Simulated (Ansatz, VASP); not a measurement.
## Ba: VASP beside Ansatz

The input INCAR:

```
SYSTEM = Ba
PREC = Accurate
ENCUT = 520
EDIFF = 1E-6
ISMEAR = 0
SIGMA = 0.15
LREAL = .False.
LASPH = .True.
NELM = 80
ALGO = Fast
ISIF = 2
LWAVE = .False.
LCHARG = .False.
GGA = PS
NBANDS = 11
```

File KPOINTS:

```
Automatic mesh
0
Gamma
  14 14 14
  0 0 0
```

File POSCAR:

```
Ba
1.0
   -2.7000000000      2.7000000000      2.5000000000
    2.7000000000     -2.7000000000      2.5000000000
    2.7000000000      2.7000000000     -2.5000000000
Ba
1
Direct
    0.0000000000      0.0000000000      0.0000000000
```

Input for Ansatz:

```yaml
crystal:
  lattice:
    - [-2.7, 2.7, 2.5]
    - [2.7, -2.7, 2.5]
    - [2.7, 2.7, -2.5]
  atoms:
    - { symbol: Ba, position: [0.0, 0.0, 0.0] }
basis:
  ecutwfc: 420
kpoints:
  mp_grid: { grid: [14, 14, 14] }
hamiltonian:
  xc: pbesol
scf:
  occupations: { method: gaussian, width: 0.15 }
output:
  forces: true
  stress: true
  eigenvalues: true
```

Change from the starting cell: strain +0.080 along x and y, +0.000 along z, atoms carried along.

Alike in both runs: task single point; functional PBEsol; k mesh 14 × 14 × 14; occupations gaussian, width 0.15 eV; no spin polarisation.

|  | VASP | Ansatz |
| --- | --- | --- |
| version | VASP 6.6.1 | Ansatz 0.2.0 |
| potentials or method | VASP PAW PBE potentials, release 64 (Ba_sv), cutoff 520 eV | scalar-relativistic, plane waves, PAW |
| valence electrons in the cell | 10 | 10 |

Ansatz gave:

| Property | Result |
| --- | --- |
| gap on the k mesh at the Fermi level (eV) | none |
| pressure (GPa) | -1.5 |
| traceless stress, the component that is largest in VASP (GPa) | 0.19 |

Question: Estimate VASP's values.

Answer: gap on the k mesh at the Fermi level (eV): none; pressure (GPa): -1.5; traceless stress, the component that is largest in VASP (GPa): 0.20.

VASP's potentials were made for PBE, not for PBEsol. A gap of «none» marks a metal or a gap that the smearing closes.

Neither program's run includes spin-orbit coupling.
